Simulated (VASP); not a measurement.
# MgO (Periclase) (Fm-3m) in VASP: notebook

Runs on MgO (Periclase). Level: r2SCAN. Tasks: single point.

All numbers are computed with VASP 6.6.1; they aren't measurements. Logs are shortened: lines on timing, memory, paths and dates and some standing lists are left out, and cuts for length are marked.

## (1) The cell of the first run

Symmetry: Fm-3m, No. 225, cubic system. The conventional cell has a = 4.246 Å, b = 4.246 Å, c = 4.246 Å, α = 90.00°, β = 90.00°, γ = 90.00°. Within 2.8 Å of Mg (site symmetry m-3m) lie 6 O at 2.12 Å. O (site symmetry m-3m) has 6 Mg at 2.12 Å within 2.8 Å.

## (2) Single point, r2SCAN (volume scaled by 1.03)

File POSCAR:

```
MgO
1.0
    0.0000000000      2.1229832838      2.1229832838
    2.1229832838      0.0000000000      2.1229832838
    2.1229832838      2.1229832838      0.0000000000
Mg O
1 1
Direct
    0.0000000000      0.0000000000      0.0000000000
    0.5000000000      0.5000000000      0.5000000000
```

File INCAR.step1:

```
PREC = Accurate ; ENCUT = 520
ISMEAR = 0 ; SIGMA = 0.02
LREAL = F ; LASPH = T
NELM = 80 ; NBANDS = 11
GGA = PE ; ALGO = Normal
EDIFF = 1E-4 ; LWAVE = T
LCHARG = F
```

File INCAR.step2:

```
PREC = Accurate ; ENCUT = 520
EDIFF = 1E-6 ; ISMEAR = 0
SIGMA = 0.02 ; LREAL = F
LASPH = T ; NELM = 80
ALGO = Normal ; ISIF = 2
LWAVE = F ; LCHARG = F
METAGGA = R2SCAN ; LMIXTAU = T
NBANDS = 11 ; ISTART = 1
```

File KPOINTS:

```
regular mesh
0
Gamma
  10 10 10
```

Potentials or basis: VASP PAW PBE potentials, release 64 (Mg, O).

Command:

```bash
$ cat potpaw_PBE.64/Mg/POTCAR potpaw_PBE.64/O/POTCAR > POTCAR
$ cp INCAR.step1 INCAR
$ mpirun -np 1 vasp_std > vasp.out
$ cp INCAR.step2 INCAR
$ mpirun -np 1 vasp_std > vasp.out
```

OUTCAR:

```text
PREC = Accurate
   ENCUT = 520
   EDIFF = 1E-6
   ISMEAR = 0
   LREAL = F
   LASPH = T
   NELM = 80
   ISIF = 2
   METAGGA = R2SCAN
   ISTART = 1

 ion  position               nearest neighbor table
   1  0.000  0.000  0.000-   2 2.12   2 2.12   2 2.12   2 2.12   2 2.12   2 2.12
   2  0.500  0.500  0.500-   1 2.12   1 2.12   1 2.12   1 2.12   1 2.12   1 2.12

  LATTYP: Found a face centered cubic cell.
 ALAT       =     4.2459665676

  Lattice vectors:

 A1 = (   0.0000000000,   2.1229832838,   2.1229832838)
 A2 = (   2.1229832838,   0.0000000000,   2.1229832838)
 A3 = (   2.1229832838,   2.1229832838,   0.0000000000)

Analysis of symmetry for initial positions (statically):
=====================================================================
 Subroutine PRICEL returns:
 Original cell was already a primitive cell.

 Routine SETGRP: Setting up the symmetry group for a
 face centered cubic supercell.

 Subroutine GETGRP returns: Found 48 space group operations
[... 9 lines left out ...]

 Routine SETGRP: Setting up the symmetry group for a
 face centered cubic supercell.

 Subroutine GETGRP returns: Found 48 space group operations
[... 11 lines left out ...]
                                     Primitive cell

  volume of cell :      19.1368

  direct lattice vectors                    reciprocal lattice vectors
     0.000000000  2.122983284  2.122983284    -0.235517634  0.235517634  0.235517634
     2.122983284  0.000000000  2.122983284     0.235517634 -0.235517634  0.235517634
     2.122983284  2.122983284  0.000000000     0.235517634  0.235517634 -0.235517634

  length of vectors
     3.002351753  3.002351753  3.002351753     0.407928508  0.407928508  0.407928508

  position of ions in fractional coordinates (direct lattice)
     0.000000000  0.000000000  0.000000000
     0.500000000  0.500000000  0.500000000

  ion indices of the primitive-cell ions
   primitive index   ion index
                 1           1
                 2           2

----------------------------------------------------------------------------------------

 KPOINTS: regular mesh

Automatic generation of k-mesh.
 Grid dimensions read from file:
 generate k-points for:   10   10   10

 Generating k-lattice:

  Cartesian coordinates                     Fractional coordinates (reciprocal lattice)
    -0.023551763  0.023551763  0.023551763     0.100000000  0.000000000  0.000000000
     0.023551763 -0.023551763  0.023551763     0.000000000  0.100000000  0.000000000
     0.023551763  0.023551763 -0.023551763     0.000000000  0.000000000  0.100000000

  Length of vectors
     0.040792851  0.040792851  0.040792851

  Shift w.r.t. Gamma in fractional coordinates (k-lattice)
     0.000000000  0.000000000  0.000000000

 Subroutine IBZKPT returns following result:
 ===========================================

 Found     47 irreducible k-points:

 Following reciprocal coordinates:
            Coordinates               Weight
  0.000000  0.000000  0.000000      1.000000
  0.100000  0.000000  0.000000      8.000000
  0.200000  0.000000  0.000000      8.000000
  0.300000  0.000000  0.000000      8.000000
  0.400000  0.000000  0.000000      8.000000
  0.500000  0.000000  0.000000      4.000000
[... 16 lines left out ...]
  0.300000  0.300000  0.000000      6.000000
  0.400000  0.300000  0.000000     24.000000
 [... further k-points ...]
   k-points           NKPTS =     47   k-points in BZ     NKDIM =     47   number of bands    NBANDS=     11
   number of dos      NEDOS =    301   number of ions     NIONS =      2
   total plane-waves  NPLWV =  13824
   dimension x,y,z NGX =    24 NGY =   24 NGZ =   24
   dimension x,y,z NGXF=    48 NGYF=   48 NGZF=   48
   ions per type =               1   1
   NGX,Y,Z   is equivalent  to a cutoff of  13.29, 13.29, 13.29 a.u.
   NGXF,Y,Z  is equivalent  to a cutoff of  26.58, 26.58, 26.58 a.u.
 SYSTEM =  unknown system
   PREC   = accura    normal or accurate (medium, high low for compatibility)
   ISTART =      1    job   : 0-new  1-cont  2-samecut
   ICHARG =      0    charge: 1-file 2-atom 10-const
   ISPIN  =      1    spin polarized calculation?
   LNONCOLLINEAR =      F non collinear calculations
   LSORBIT =      F    spin-orbit coupling
   LASPH  =      T    aspherical Exc in radial PAW
   ENCUT  =  520.0 eV  38.22 Ry    6.18 a.u.   5.58  5.58  5.58*2*pi/ulx,y,z
   NELM   =     80;   NELMIN=  2; NELMDL=  0     # of ELM steps
   EDIFF  = 0.1E-05   stopping-criterion for ELM
   LREAL  =      F    real-space projection
   EDIFFG = 0.1E-04   stopping-criterion for IOM
   NSW    =      0    number of steps for IOM
   IBRION =     -1    ionic relax: 0-MD 1-quasi-New 2-CG
   NFREE  =      0    steps in history (QN), initial steepest desc. (CG)
   ISIF   =      2    stress and relaxation
   ISYM   =      2    0-nonsym 1-usesym 2-fastsym
   POTIM  = 0.5000    time-step for ionic-motion
   TEBEG  =    0.0;   TEEND  =   0.0 temperature during run
   PSTRESS=    0.0 pullay stress
   NELECT =       8.0000    total number of electrons
   NUPDOWN=      -1.0000    fix difference up-down
   EMIN   =  10.00;   EMAX   =-10.00  energy-range for DOS
   EFERMI =   0.00;   METHOD = LEGACY
   ISMEAR =     0;   SIGMA  =   0.02  broadening in eV -4-tet -1-fermi 0-gaus
   EFERMI_NEDOS =   21; number of points for ismear=-14 and -15
   IALGO  =     38    algorithm
   IMIX   =      4    mixing-type and parameters
     AMIX     =   0.40;   BMIX     =  1.00
     AMIX_MAG =   1.60;   BMIX_MAG =  1.00
  volume/ion in A,a.u.               =       9.57        64.57
  Fermi-wavevector in a.u.,A,eV,Ry     =   1.224094  2.313203 20.387067  1.498407
  Thomas-Fermi vector in A             =   2.359182
   LORBIT       =      0    0 simple, 1 ext, 2 COOP (PROOUT), +10 PAW based schemes
   METAGGA = R2SCAN    functional components
   LHFCALC =     F    Hartree Fock is set to
   AEXX    =    0.0000 exact exchange contribution
   IVDW    =     0    specifies the selected vdW correction
   LEPSILON=     F    determine dielectric tensor
   LRPA    =     F    only Hartree local field effects (RPA)
 non-spin polarized calculation
 Gauss-broadening in eV      SIGMA  =   0.02
  energy-cutoff  :      520.00
  volume of cell :       19.14
 maximum number of plane-waves:       532
 NGX is ok and might be reduce to    24
   NGX = 11   NGY = 11   NGZ = 11

 number of electron       8.0000004 magnetization

 Free energy of the ion-electron system (eV)
  ---------------------------------------------------
  ext. energy  EPLUGINS =         0.00000000
  ---------------------------------------------------
  free energy    TOTEN  =       -16.14970020 eV

  energy without entropy =      -16.14970020  energy(sigma->0) =      -16.14970020

 E-fermi :   2.7129     XC(G=0): -11.4718

 val. band max:        2.6018726401   @ k =   0.0000   0.0000   0.0000
 cond. band min:       7.9661249773   @ k =   0.0000   0.0000   0.0000
 fundamental gap:      5.3642523372
 Fermi energy:         2.7129364483

 k-point     1 :       0.0000    0.0000    0.0000
  band No.  band energies     occupation
      1     -15.4778      2.00000
      2       2.6019      2.00000
      3       2.6019      2.00000
      4       2.6019      2.00000
      5       7.9661      0.00000
      6      19.2928      0.00000
      7      19.2928      0.00000
      8      19.2928      0.00000
      9      23.3699      0.00000
     10      25.1117      0.00000
     11      25.1117      0.00000

 k-point     2 :       0.1000    0.0000    0.0000
  band No.  band energies     occupation
      1     -15.3783      2.00000
      2       1.9796      2.00000
      3       2.5353      2.00000
      4       2.5353      2.00000
      5       8.5818      0.00000
      6      18.0568      0.00000
      7      19.5361      0.00000
      8      19.5361      0.00000
      9      24.3587      0.00000
     10      24.3587      0.00000
     11      25.0177      0.00000

 k-point     3 :       0.2000    0.0000    0.0000
  band No.  band energies     occupation
      1     -15.1059      2.00000
      2       0.6887      2.00000
      3       2.3665      2.00000
      4       2.3665      2.00000
      5       9.7970      0.00000
      6      16.5395      0.00000
      7      20.0213      0.00000
      8      20.0213      0.00000
      9      23.6535      0.00000
     10      23.6535      0.00000
     11      25.9300      0.00000

 k-point     4 :       0.3000    0.0000    0.0000
  band No.  band energies     occupation
      1     -14.7418      2.00000
      2      -0.6109      2.00000
      3       2.1675      2.00000
      4       2.1675      2.00000
      5      10.7831      0.00000
      6      15.8455      0.00000
      7      20.1203      0.00000
      8      20.1203      0.00000
      9      24.1366      0.00000
     10      24.1366      0.00000
     11      25.3322      0.00000

 k-point     5 :       0.4000    0.0000    0.0000
  band No.  band energies     occupation
      1     -14.4193      2.00000
      2      -1.5554      2.00000
      3       2.0134      2.00000
      4       2.0135      2.00000
      5      11.1800      0.00000
      6      15.9438      0.00000
      7      19.8879      0.00000
      8      19.8879      0.00000
      9      24.7911      0.00000
     10      25.4665      0.00000
     11      25.4665      0.00000
[... 211 lines left out ...]
 k-point    21 :      -0.3000    0.2000    0.0000
  band No.  band energies     occupation
      1     -14.3455      2.00000
      2      -0.9790      2.00000
      3       0.8400      2.00000
      4       1.9561      2.00000
      5      12.6108      0.00000
      6      15.4153      0.00000
      7      17.6782      0.00000
      8      20.8394      0.00000
      9      23.8504      0.00000
     10      24.7309      0.00000
     11      28.7877      0.00000

 k-point    22 :      -0.2000    0.2000    0.0000
  band No.  band energies     occupation
      1     -14.6333      2.00000
      2      -0.4188      2.00000
      3       1.2987      2.00000
      4       2.1639      2.00000
      5      11.7427      0.00000
      6      15.3912      0.00000
      7      18.6024      0.00000
      8      21.3126      0.00000
      9      22.0105      0.00000
     10      25.0436      0.00000
     11      28.5408      0.00000

 k-point    23 :       0.3000    0.3000    0.0000
  band No.  band energies     occupation
      1     -14.5529      2.00000
      2      -0.4767      2.00000
      3       1.6729      2.00000
      4       1.6729      2.00000
      5      12.1731      0.00000
      6      13.9218      0.00000
      7      17.9397      0.00000
      8      21.4953      0.00000
      9      21.4953      0.00000
     10      27.8079      0.00000
     11      31.0509      0.00000

 k-point    24 :       0.4000    0.3000    0.0000
  band No.  band energies     occupation
      1     -14.3256      2.00000
      2      -0.8959      2.00000
      3       1.3181      2.00000
      4       1.5259      2.00000
      5      12.9437      0.00000
      6      13.6489      0.00000
      7      17.1075      0.00000
      8      21.7465      0.00000
      9      21.9630      0.00000
     10      28.5793      0.00000
     11      30.5760      0.00000

 [... further k-points ...]

------------------------ aborting loop because EDIFF is reached ----------------------------------------

  FORCE on cell =-STRESS in cart. coord.  units (eV):
  Direction    XX          YY          ZZ          XY          YZ          ZX
  --------------------------------------------------------------------------------------
  -------------------------------------------------------------------------------------
  Total       -0.6878196     -0.6878196     -0.6878196      0.0000000      0.0000000      0.0000000
  in kB      -57.5857981    -57.5857981    -57.5857981      0.0000000      0.0000000      0.0000000
  external PRESSURE =     -57.5857981 kB  Pullay stress =       0.0000000 kB

 VOLUME and BASIS-vectors are now :
 -----------------------------------------------------------------------------
  energy-cutoff  :      520.00
  volume of cell :       19.14
      direct lattice vectors                 reciprocal lattice vectors
     0.000000000  2.122983284  2.122983284    -0.235517634  0.235517634  0.235517634
     2.122983284  0.000000000  2.122983284     0.235517634 -0.235517634  0.235517634
     2.122983284  2.122983284  0.000000000     0.235517634  0.235517634 -0.235517634

 POSITION                                       TOTAL-FORCE (eV/Angst)
 -----------------------------------------------------------------------------------
      0.00000      0.00000      0.00000        -0.000000     -0.000000     -0.000000
      2.12298      2.12298      2.12298         0.000000      0.000000      0.000000
 -----------------------------------------------------------------------------------
    total drift:                               -0.000000     -0.000000      0.000000

  FREE ENERGIE OF THE ION-ELECTRON SYSTEM (eV)
  ---------------------------------------------------
  free  energy   TOTEN  =       -16.1497001987 eV

  energy  without entropy=      -16.1497001987  energy(sigma->0) =      -16.14970020
```

Wall time 14 s (1 thread of Intel Xeon 6975P-C (Granite Rapids), shared host); peak memory 0.15 GiB.

Results:

| Property | Result |
| --- | --- |
| Free energy | -16.1497 eV |
| Pressure | -5.8 GPa |
| Band gap on the k mesh | 5.36 eV, direct |

Caveat: the PAW data sets were made with another functional, which shifts forces and pressure a little.

## (3) Single point, r2SCAN (volume scaled by 1.06)

File POSCAR:

```
MgO
1.0
    0.0000000000      2.1433978369      2.1433978369
    2.1433978369      0.0000000000      2.1433978369
    2.1433978369      2.1433978369      0.0000000000
Mg O
1 1
Direct
    0.0000000000      0.0000000000      0.0000000000
    0.5000000000      0.5000000000      0.5000000000
```

File INCAR.step1:

```
SYSTEM = MgO
  PREC = Accurate
  ENCUT = 520
  ISMEAR = 0
  SIGMA = 0.02
  LREAL = .FALSE.
  LASPH = .TRUE.
  NELM = 80
  NBANDS = 11
  GGA = PE
  ALGO = Normal
  EDIFF = 1E-4
  LWAVE = .TRUE.
  LCHARG = .FALSE.
```

File INCAR.step2:

```
SYSTEM = MgO
  PREC = Accurate
  ENCUT = 520
  EDIFF = 1E-7
  ISMEAR = 0
  SIGMA = 0.02
  LREAL = .FALSE.
  LASPH = .TRUE.
  NELM = 80
  ALGO = Normal
  ISIF = 2
  LWAVE = .FALSE.
  LCHARG = .FALSE.
  METAGGA = R2SCAN
  LMIXTAU = .TRUE.
  NBANDS = 11
  ISTART = 1
```

File KPOINTS:

```
Automatic mesh
0
G
  10 10 10
  0 0 0
```

Potentials or basis: VASP PAW PBE potentials, release 64 (Mg, O).

Command:

```bash
$ cat potpaw_PBE.64/Mg/POTCAR potpaw_PBE.64/O/POTCAR > POTCAR
$ cp INCAR.step1 INCAR
$ mpirun -np 1 vasp_std > vasp.out
$ cp INCAR.step2 INCAR
$ mpirun -np 1 vasp_std > vasp.out
```

Wall time 18 s (1 thread of Intel Xeon 6975P-C (Granite Rapids), shared host); peak memory 0.15 GiB.

Results (log left out):

```
Free energy            : -16.1233 eV
Pressure               : -9.7 GPa
Band gap on the k mesh : 5.09 eV, direct
```

Levels at points of the mesh, in eV from the valence-band top:
```tsv
k point	band 1	band 2	band 3	band 4	band 5	band 6	band 7	band 8	band 9
(0.00, 0.00, 0.00)	-17.94	0.00	0.00	0.00	5.09	16.52	16.52	16.52	20.52
(0.50, 0.00, 0.00)	-16.82	-4.38	-0.62	-0.62	8.45	13.18	16.87	16.87	21.56
(0.50, 0.50, 0.00)	-16.59	-3.89	-1.30	-1.30	9.95	10.48	13.71	19.54	19.54
```

Caveat: the PAW data sets were made with another functional, which shifts forces and pressure a little.
